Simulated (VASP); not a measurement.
# MgO (Fm-3m) in VASP: a series of runs

Runs on MgO. Level: r2SCAN. Tasks: single point.

Program: VASP 6.6.1. These are calculated values, not measurements. Logs are shortened: lines on timing, memory, paths and dates and some standing lists are left out, and cuts for length are marked.

**The experiment to reproduce.**

From “Electronic structure of alkaline earth and post-transition metal oxides”, 2009, arxiv:0908.1581, for a bulk crystal of MgO: band gap 7.83 eV.

The results are compared with them further down.

### Step 1. The cell of the first run

It takes space group Fm-3m (No. 225, cubic). The conventional cell has a = 4.204 Å, b = 4.204 Å, c = 4.204 Å, α = 90.00°, β = 90.00°, γ = 90.00°. Mg (site symmetry m-3m) has 6 O at 2.10 Å within 2.8 Å. O (site symmetry m-3m) has 6 Mg at 2.10 Å within 2.8 Å.

### Step 2. Single point, r2SCAN

Contents of POSCAR:

```
MgO
1.0
    0.0000000000      2.1021684214      2.1021684214
    2.1021684214      0.0000000000      2.1021684214
    2.1021684214      2.1021684214      0.0000000000
Mg O
1 1
Direct
    0.0000000000      0.0000000000      0.0000000000
    0.5000000000      0.5000000000      0.5000000000
```

Contents of INCAR.step1:

```
PREC     = Accurate       # precision mode
ENCUT    = 750            # plane-wave cutoff, eV
ISMEAR   = 0              # smearing method
SIGMA    = 0.02           # smearing width, eV
LREAL    = F              # projectors in reciprocal space
LASPH    = T              # aspherical terms in the spheres
NELM     = 120            # most SCF steps
NBANDS   = 15             # bands
GGA      = PE             # functional
ALGO     = Normal         # electronic algorithm
EDIFF    = 1E-5           # SCF threshold, eV
LWAVE    = T              # write WAVECAR
LCHARG   = F              # write CHGCAR
GGA_COMPAT= F
```

Contents of INCAR.step2:

```
PREC     = Accurate       # precision mode
ENCUT    = 750            # plane-wave cutoff, eV
EDIFF    = 1E-6           # SCF threshold, eV
ISMEAR   = 0              # smearing method
SIGMA    = 0.02           # smearing width, eV
LREAL    = F              # projectors in reciprocal space
LASPH    = T              # aspherical terms in the spheres
NELM     = 120            # most SCF steps
ALGO     = Normal         # electronic algorithm
ISIF     = 2              # what is computed and relaxed
LWAVE    = F              # write WAVECAR
LCHARG   = F              # write CHGCAR
METAGGA  = R2SCAN         # meta-GGA
LMIXTAU  = T            
NBANDS   = 15             # bands
ISTART   = 1            
GGA_COMPAT= F
```

Contents of KPOINTS:

```
Automatic mesh
0
Gamma
  10 10 10
```

Potentials or basis: VASP PAW PBE potentials, release 64 (Mg_sv, O).

Run with:

```console
> cat potpaw_PBE.64/Mg_sv/POTCAR potpaw_PBE.64/O/POTCAR > POTCAR
> cp INCAR.step1 INCAR
> mpirun -np 1 vasp_std > vasp.out
> cp INCAR.step2 INCAR
> mpirun -np 1 vasp_std > vasp.out
```

OUTCAR:

```text
PREC = Accurate
   ENCUT = 750
   EDIFF = 1E-6
   ISMEAR = 0
   LREAL = F
   LASPH = T
   NELM = 120
   ISIF = 2
   METAGGA = R2SCAN
   ISTART = 1

 ion  position               nearest neighbor table
   1  0.000  0.000  0.000-   2 2.10   2 2.10   2 2.10   2 2.10   2 2.10   2 2.10
   2  0.500  0.500  0.500-   1 2.10   1 2.10   1 2.10   1 2.10   1 2.10   1 2.10

  LATTYP: Found a face centered cubic cell.
 ALAT       =     4.2043368428

  Lattice vectors:

 A1 = (   0.0000000000,   2.1021684214,   2.1021684214)
 A2 = (   2.1021684214,   0.0000000000,   2.1021684214)
 A3 = (   2.1021684214,   2.1021684214,   0.0000000000)

Analysis of symmetry for initial positions (statically):
=====================================================================
 Subroutine PRICEL returns:
 Original cell was already a primitive cell.

 Routine SETGRP: Setting up the symmetry group for a
 face centered cubic supercell.

 Subroutine GETGRP returns: Found 48 space group operations
 (whereof 48 operations were pure point group operations)
 out of a pool of 48 trial point group operations.

The static configuration has the point symmetry O_h .

Analysis of symmetry for dynamics (positions and initial velocities):
=====================================================================
 Subroutine PRICEL returns:
 Original cell was already a primitive cell.

 Routine SETGRP: Setting up the symmetry group for a
 face centered cubic supercell.

 Subroutine GETGRP returns: Found 48 space group operations
 (whereof 48 operations were pure point group operations)
 out of a pool of 48 trial point group operations.

The dynamic configuration has the point symmetry O_h .

 Subroutine INISYM returns: Found 48 space group operations
 (whereof 48 operations are pure point group operations),
 and found     1 'primitive' translations

----------------------------------------------------------------------------------------

                                     Primitive cell

  volume of cell :      18.5794

  direct lattice vectors                    reciprocal lattice vectors
     0.000000000  2.102168421  2.102168421    -0.237849639  0.237849639  0.237849639
     2.102168421  0.000000000  2.102168421     0.237849639 -0.237849639  0.237849639
     2.102168421  2.102168421  0.000000000     0.237849639  0.237849639 -0.237849639

  length of vectors
     2.972915092  2.972915092  2.972915092     0.411967659  0.411967659  0.411967659

  position of ions in fractional coordinates (direct lattice)
     0.000000000  0.000000000  0.000000000
     0.500000000  0.500000000  0.500000000

  ion indices of the primitive-cell ions
   primitive index   ion index
                 1           1
                 2           2

----------------------------------------------------------------------------------------

 KPOINTS: Automatic mesh

Automatic generation of k-mesh.
 Grid dimensions read from file:
 generate k-points for:   10   10   10

 Generating k-lattice:

  Cartesian coordinates                     Fractional coordinates (reciprocal lattice)
    -0.023784964  0.023784964  0.023784964     0.100000000  0.000000000  0.000000000
     0.023784964 -0.023784964  0.023784964     0.000000000  0.100000000  0.000000000
     0.023784964  0.023784964 -0.023784964     0.000000000  0.000000000  0.100000000

  Length of vectors
     0.041196766  0.041196766  0.041196766

  Shift w.r.t. Gamma in fractional coordinates (k-lattice)
     0.000000000  0.000000000  0.000000000

 Subroutine IBZKPT returns following result:
 ===========================================

 Found     47 irreducible k-points:

 Following reciprocal coordinates:
            Coordinates               Weight
  0.000000  0.000000  0.000000      1.000000
  0.100000  0.000000  0.000000      8.000000
  0.200000  0.000000  0.000000      8.000000
  0.300000  0.000000  0.000000      8.000000
  0.400000  0.000000  0.000000      8.000000
  0.500000  0.000000  0.000000      4.000000
[... 16 lines left out ...]
  0.300000  0.300000  0.000000      6.000000
  0.400000  0.300000  0.000000     24.000000
 [... further k-points ...]
   k-points           NKPTS =     47   k-points in BZ     NKDIM =     47   number of bands    NBANDS=     15
   number of dos      NEDOS =    301   number of ions     NIONS =      2
   total plane-waves  NPLWV =  21952
   dimension x,y,z NGX =    28 NGY =   28 NGZ =   28
   dimension x,y,z NGXF=    56 NGYF=   56 NGZF=   56
   ions per type =               1   1
   NGX,Y,Z   is equivalent  to a cutoff of  15.66, 15.66, 15.66 a.u.
   NGXF,Y,Z  is equivalent  to a cutoff of  31.32, 31.32, 31.32 a.u.
 SYSTEM =  unknown system
   PREC   = accura    normal or accurate (medium, high low for compatibility)
   ISTART =      1    job   : 0-new  1-cont  2-samecut
   ICHARG =      0    charge: 1-file 2-atom 10-const
   ISPIN  =      1    spin polarized calculation?
   LNONCOLLINEAR =      F non collinear calculations
   LSORBIT =      F    spin-orbit coupling
   LASPH  =      T    aspherical Exc in radial PAW
   ENCUT  =  750.0 eV  55.12 Ry    7.42 a.u.   6.64  6.64  6.64*2*pi/ulx,y,z
   NELM   =    120;   NELMIN=  2; NELMDL=  0     # of ELM steps
   EDIFF  = 0.1E-05   stopping-criterion for ELM
   LREAL  =      F    real-space projection
   EDIFFG = 0.1E-04   stopping-criterion for IOM
   NSW    =      0    number of steps for IOM
   IBRION =     -1    ionic relax: 0-MD 1-quasi-New 2-CG
   NFREE  =      0    steps in history (QN), initial steepest desc. (CG)
   ISIF   =      2    stress and relaxation
   ISYM   =      2    0-nonsym 1-usesym 2-fastsym
   POTIM  = 0.5000    time-step for ionic-motion
   TEBEG  =    0.0;   TEEND  =   0.0 temperature during run
   PSTRESS=    0.0 pullay stress
   NELECT =      16.0000    total number of electrons
   NUPDOWN=      -1.0000    fix difference up-down
   EMIN   =  10.00;   EMAX   =-10.00  energy-range for DOS
   EFERMI =   0.00;   METHOD = LEGACY
   ISMEAR =     0;   SIGMA  =   0.02  broadening in eV -4-tet -1-fermi 0-gaus
   EFERMI_NEDOS =   21; number of points for ismear=-14 and -15
   IALGO  =     38    algorithm
   IMIX   =      4    mixing-type and parameters
     AMIX     =   0.40;   BMIX     =  1.00
     AMIX_MAG =   1.60;   BMIX_MAG =  1.00
  volume/ion in A,a.u.               =       9.29        62.69
  Fermi-wavevector in a.u.,A,eV,Ry     =   1.557533  2.943311 33.006506  2.425910
  Thomas-Fermi vector in A             =   2.661170
   LORBIT       =      0    0 simple, 1 ext, 2 COOP (PROOUT), +10 PAW based schemes
   METAGGA = R2SCAN    functional components
   LHFCALC =     F    Hartree Fock is set to
   AEXX    =    0.0000 exact exchange contribution
   IVDW    =     0    specifies the selected vdW correction
   LEPSILON=     F    determine dielectric tensor
   LRPA    =     F    only Hartree local field effects (RPA)
 non-spin polarized calculation
 Gauss-broadening in eV      SIGMA  =   0.02
  energy-cutoff  :      750.00
  volume of cell :       18.58
 maximum number of plane-waves:       893
   NGX = 13   NGY = 13   NGZ = 13

 number of electron      15.9999994 magnetization

 Free energy of the ion-electron system (eV)
  ---------------------------------------------------
  ext. energy  EPLUGINS =         0.00000000
  ---------------------------------------------------
  free energy    TOTEN  =       -16.16276249 eV

  energy without entropy =      -16.16276249  energy(sigma->0) =      -16.16276249

 E-fermi :   2.8330     XC(G=0): -12.0711

 val. band max:        2.5456511516   @ k =   0.0000   0.0000   0.0000
 cond. band min:       8.2492492522   @ k =   0.0000   0.0000   0.0000
 fundamental gap:      5.7035981006
 Fermi energy:         2.8329696191

 k-point     1 :       0.0000    0.0000    0.0000
  band No.  band energies     occupation
      1     -72.4053      2.00000
      2     -37.4963      2.00000
      3     -37.4963      2.00000
      4     -37.4963      2.00000
      5     -15.6691      2.00000
      6       2.5457      2.00000
      7       2.5457      2.00000
      8       2.5457      2.00000
      9       8.2492      0.00000
     10      19.4396      0.00000
     11      19.4396      0.00000
     12      19.4396      0.00000
     13      23.5624      0.00000
     14      25.3994      0.00000
     15      25.3994      0.00000

 k-point     2 :       0.1000    0.0000    0.0000
  band No.  band energies     occupation
      1     -72.4044      2.00000
      2     -37.5046      2.00000
      3     -37.4970      2.00000
      4     -37.4970      2.00000
      5     -15.5614      2.00000
      6       1.9191      2.00000
      7       2.4755      2.00000
      8       2.4755      2.00000
      9       8.8619      0.00000
     10      18.1902      0.00000
     11      19.6957      0.00000
     12      19.6957      0.00000
     13      24.7153      0.00000
     14      24.7153      0.00000
     15      25.2831      0.00000

 k-point     3 :       0.2000    0.0000    0.0000
  band No.  band energies     occupation
      1     -72.4024      2.00000
      2     -37.5264      2.00000
      3     -37.4991      2.00000
      4     -37.4991      2.00000
      5     -15.2665      2.00000
      6       0.6027      2.00000
      7       2.2974      2.00000
      8       2.2974      2.00000
      9      10.0723      0.00000
     10      16.6809      0.00000
     11      20.2294      0.00000
     12      20.2294      0.00000
     13      24.0277      0.00000
     14      24.0277      0.00000
     15      26.4840      0.00000
[... 343 lines left out ...]
 k-point    23 :       0.3000    0.3000    0.0000
  band No.  band energies     occupation
      1     -72.3979      2.00000
      2     -37.5454      2.00000
      3     -37.5147      2.00000
      4     -37.5147      2.00000
      5     -14.6872      2.00000
      6      -0.6009      2.00000
      7       1.5922      2.00000
      8       1.5922      2.00000
      9      12.4896      0.00000
     10      13.9474      0.00000
     11      18.3143      0.00000
     12      21.8752      0.00000
     13      21.8752      0.00000
     14      28.1570      0.00000
     15      31.7219      0.00000

 k-point    24 :       0.4000    0.3000    0.0000
  band No.  band energies     occupation
      1     -72.3963      2.00000
      2     -37.5561      2.00000
      3     -37.5200      2.00000
      4     -37.5176      2.00000
      5     -14.4493      2.00000
      6      -1.0326      2.00000
      7       1.2269      2.00000
      8       1.4408      2.00000
      9      13.2245      0.00000
     10      13.7323      0.00000
     11      17.4569      0.00000
     12      22.1694      0.00000
     13      22.3883      0.00000
     14      28.9627      0.00000
     15      31.2201      0.00000

 [... further k-points ...]

------------------------ aborting loop because EDIFF is reached ----------------------------------------

  FORCE on cell =-STRESS in cart. coord.  units (eV):
  Direction    XX          YY          ZZ          XY          YZ          ZX
  --------------------------------------------------------------------------------------
  -------------------------------------------------------------------------------------
  Total       -0.0015052     -0.0015052     -0.0015052     -0.0000000     -0.0000000     -0.0000000
  in kB       -0.1298020     -0.1298020     -0.1298020     -0.0000000     -0.0000000     -0.0000000
  external PRESSURE =      -0.1298020 kB  Pullay stress =       0.0000000 kB

 VOLUME and BASIS-vectors are now :
 -----------------------------------------------------------------------------
  energy-cutoff  :      750.00
  volume of cell :       18.58
      direct lattice vectors                 reciprocal lattice vectors
     0.000000000  2.102168421  2.102168421    -0.237849639  0.237849639  0.237849639
     2.102168421  0.000000000  2.102168421     0.237849639 -0.237849639  0.237849639
     2.102168421  2.102168421  0.000000000     0.237849639  0.237849639 -0.237849639

 POSITION                                       TOTAL-FORCE (eV/Angst)
 -----------------------------------------------------------------------------------
      0.00000      0.00000      0.00000        -0.000000     -0.000000      0.000000
      2.10217      2.10217      2.10217         0.000000      0.000000     -0.000000
 -----------------------------------------------------------------------------------
    total drift:                                0.000000      0.000000      0.000000

  FREE ENERGIE OF THE ION-ELECTRON SYSTEM (eV)
  ---------------------------------------------------
  free  energy   TOTEN  =       -16.1627624926 eV

  energy  without entropy=      -16.1627624926  energy(sigma->0) =      -16.16276249
```

Wall time 61 s (1 thread of AMD EPYC 9R45 (Zen 5), shared host); peak memory 0.14 GiB.

What came out:

| Quantity | Value |
| --- | --- |
| Free energy | -16.1628 eV |
| Pressure | 0.0 GPa |
| Band gap on the k mesh | 5.70 eV |

Levels at points of the mesh, in eV from the valence-band top:
```tsv
k point	band 5	band 6	band 7	band 8	band 9	band 10	band 11	band 12
(0.00, 0.00, 0.00)	-18.21	0.00	0.00	0.00	5.70	16.89	16.89	16.89
(0.50, 0.00, 0.00)	-16.93	-4.62	-0.68	-0.68	8.87	13.91	17.57	17.57
(0.50, 0.50, 0.00)	-16.71	-4.09	-1.37	-1.37	10.05	11.22	14.38	20.55
```

Caveat: the PAW data sets were made with another functional, which shifts forces and pressure a little.

### Step 3. Single point, r2SCAN

This run uses another cell than the first one, of 9.37 Å³/atom.

Contents of POSCAR:

```
MgO
1.0
    0.0000000000      2.1085000000      2.1085000000
    2.1085000000      0.0000000000      2.1085000000
    2.1085000000      2.1085000000      0.0000000000
Mg O
1 1
Direct
    0.0000000000      0.0000000000      0.0000000000
    0.5000000000      0.5000000000      0.5000000000
```

Contents of INCAR.step1:

```
SYSTEM = MgO
PREC = Accurate
ENCUT = 750
ISMEAR = 0
SIGMA = 0.1
LREAL = .False.
LASPH = .True.
NELM = 120
NBANDS = 15
GGA = PE
ALGO = Normal
EDIFF = 1E-5
LWAVE = .True.
LCHARG = .False.
GGA_COMPAT = .False.
```

Contents of INCAR.step2:

```
SYSTEM = MgO
PREC = Accurate
ENCUT = 750
EDIFF = 1E-6
ISMEAR = 0
SIGMA = 0.1
LREAL = .False.
LASPH = .True.
NELM = 120
ALGO = Normal
ISIF = 2
LWAVE = .False.
LCHARG = .True.
METAGGA = R2SCAN
LMIXTAU = .True.
LELF = .True.
LVHAR = .True.
NBANDS = 15
ISTART = 1
GGA_COMPAT = .False.
```

Contents of KPOINTS:

```
regular mesh
0
Gamma
  8 8 8
  0 0 0
```

Potentials or basis: VASP PAW PBE potentials, release 64 (Mg_sv, O).

Run with:

```console
> cat potpaw_PBE.64/Mg_sv/POTCAR potpaw_PBE.64/O/POTCAR > POTCAR
> cp INCAR.step1 INCAR
> mpirun -np 1 vasp_std > vasp.out
> cp INCAR.step2 INCAR
> mpirun -np 1 vasp_std > vasp.out
```

Run time: 43 s. Hardware: 1 thread of Intel Xeon Platinum 8559C (Emerald Rapids), shared host; peak memory 0.16 GiB.

The run converged. Its results:

| Item | Value |
| --- | --- |
| Free energy | -16.1629 eV |
| Pressure | -1.4 GPa |
| Band gap on the k mesh | 5.61 eV |

Levels at points of the mesh, in eV from the valence-band top:
```
           k point  band 5  band 6  band 7  band 8  band 9  band 10  band 11  band 12
(0.00, 0.00, 0.00)  -18.17    0.00    0.00    0.00    5.61    16.84    16.84    16.84
(0.50, 0.00, 0.00)  -16.90   -4.58   -0.67   -0.67    8.81    13.80    17.47    17.47
(0.50, 0.50, 0.00)  -16.69   -4.06   -1.36   -1.36   10.04    11.12    14.27    20.40
```

Caveat: the PAW data sets were made with another functional, which shifts forces and pressure a little.

### Step 4. Against experiment

Step 2. Measured gap of MgO: 7.83 eV (quoted in “Electronic structure of alkaline earth and post-transition metal oxides”, 2009, arxiv:0908.1581). This calculation gives 5.70 eV (-2.13 eV). The value is that of r2SCAN, without temperature or zero-point motion.
